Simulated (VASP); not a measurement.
A run of VASP 6.6.1 is set up as follows.

INCAR

```
  PREC = Accurate
  ENCUT = 520
  EDIFF = 1E-6
  ISMEAR = 0
  SIGMA = 0.1
  LREAL = False
  LASPH = True
  NELM = 100
  ALGO = Normal
  ISIF = 2
  LWAVE = False
  LCHARG = False
  GGA = PE
  NBANDS = 20
```

KPOINTS

```
regular mesh
0
Gamma
  12 12 4
```

File POSCAR:

```
Al3BP2
1.0
    4.3570285896      0.0000000000      0.0000000000
   -2.1785142948      3.7732974436      0.0000000000
    0.0000000000      0.0000000000      8.8209571000
Al B P
3 1 2
Direct
    0.6666666667      0.3333333333      0.7313061439
    0.6666666667      0.3333333333      0.2686938561
    0.3333333333      0.6666666667      0.0000000000
    0.6666666667      0.3333333333      0.5000000000
    0.6666666667      0.3333333333      0.0000000000
    0.0000000000      0.0000000000      0.0000000000
```

Potentials or basis: VASP PAW PBE potentials, release 64 (Al, B, P).

Launch:

```console
$ cat potpaw_PBE.64/Al/POTCAR potpaw_PBE.64/B/POTCAR potpaw_PBE.64/P/POTCAR > POTCAR
$ mpirun -np 1 vasp_std > vasp.out
```

**Question.** What does it give for the pressure?

**Answer.** -0.1 GPa.

**Question.** Predict the band gap on the k mesh.

**Answer.** Zero (band 11 reaches 3.77 eV, above the bottom of band 12 at 2.56 eV).

Forces on the atoms (eV/Å):
```
Al   0.000  0.000  0.008
Al   0.000  0.000 -0.008
Al   0.000  0.000  0.000
B    0.000  0.000  0.000
P    0.000  0.000  0.000
P    0.000  0.000  0.000
```
